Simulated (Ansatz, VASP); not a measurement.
## Two plane-wave programs on PbSe

```
CELL_PARAMETERS angstrom
4.26722 0.00000 0.00000
-2.13361 3.69552 0.00000
0.00000 0.00000 7.92769
ATOMIC_POSITIONS crystal
Pb 0.66667 0.33333 0.22786
Pb 0.33333 0.66667 0.72786
Se 0.00000 0.00000 0.52199
Se 0.00000 0.00000 0.02199
```

Alike in both runs: task single point; functional r2SCAN; k mesh 6 × 6 × 4; occupations gaussian, width 0.02 eV; no spin polarisation.

|  | VASP | Ansatz |
| --- | --- | --- |
| version | VASP 6.6.1 | Ansatz 0.2.0 |
| potentials or method | VASP PAW PBE potentials, release 64 (Pb_d, Se), cutoff 520 eV | scalar-relativistic, plane waves, PAW |
| valence electrons in the cell | 40 | 60 |

|  | VASP | Ansatz | Ansatz less VASP |
| --- | --- | --- | --- |
| gap on the k mesh at the Fermi level (eV) | 0.87 | 0.86 | -0.006 |
| least direct gap on the mesh (eV) | 0.96 | 0.96 | -0.002 |
| pressure (GPa) | -1.0 | -1.0 | -0.02 |
| traceless stress, the component that is largest in VASP (GPa) | 0.21 | 0.21 | +0.005 |
| rms of the force components (eV/Å) | 0.055 | 0.062 | +0.0065 |

VASP's potentials were made for PBE, not for r2SCAN. Atom by atom the forces differ by 0.007 eV/Å (rms over components). VASP's potentials hold 40 valence electrons a cell and Ansatz's 60, so a difference there can come from the potentials and not from the codes.

Neither program's run includes spin-orbit coupling.
